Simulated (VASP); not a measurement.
**InSe: single point with PBE**

InSe:

```xyz
4
Lattice="0.0000 3.6796 3.6796 3.6796 0.0000 3.6796 3.6796 3.6796 0.0000" Properties=species:S:1:pos:R:3 pbc="T T T"
In    1.8398    1.8398    1.8398
In    0.0000    0.0000    0.0000
Se    5.5194    5.5194    5.5194
Se    3.6796    3.6796    3.6796
```

- Program: VASP 6.6.1
- Task: single point
- Functional: PBE
- Potentials or basis: VASP PAW PBE potentials, release 64 (In_d, Se)
- Cutoff: 520 eV
- k mesh: 12 × 12 × 12
- Occupations: gaussian, width 0.1 eV
- Spin: no spin polarisation

| Property | Result |
| --- | --- |
| Pressure | 0.0 GPa |
| Band gap on the k mesh | zero (band 19 reaches 6.23 eV, above the bottom of band 20 at 4.54 eV) |

Levels at points of the mesh, in eV from the Fermi level:
| k point | band 17 | band 18 | band 19 | band 20 | band 21 | band 22 |
| --- | --- | --- | --- | --- | --- | --- |
| (0.00, 0.00, 0.00) | -1.91 | -1.91 | -1.91 | 0.05 | 1.16 | 1.16 |
| (0.50, 0.00, 0.00) | -1.71 | -1.71 | -0.76 | -0.38 | 1.99 | 1.99 |
| (0.50, 0.50, 0.00) | -0.02 | -0.02 | 0.16 | 0.16 | 2.63 | 2.63 |

It took 100 s on 1 thread of Intel(R) Xeon(R) Platinum 8488C (Sapphire Rapids), with other jobs on the host, peak memory 0.34 GiB.

Caveat: spin-orbit coupling is left out, which moves the levels of the heavy elements.
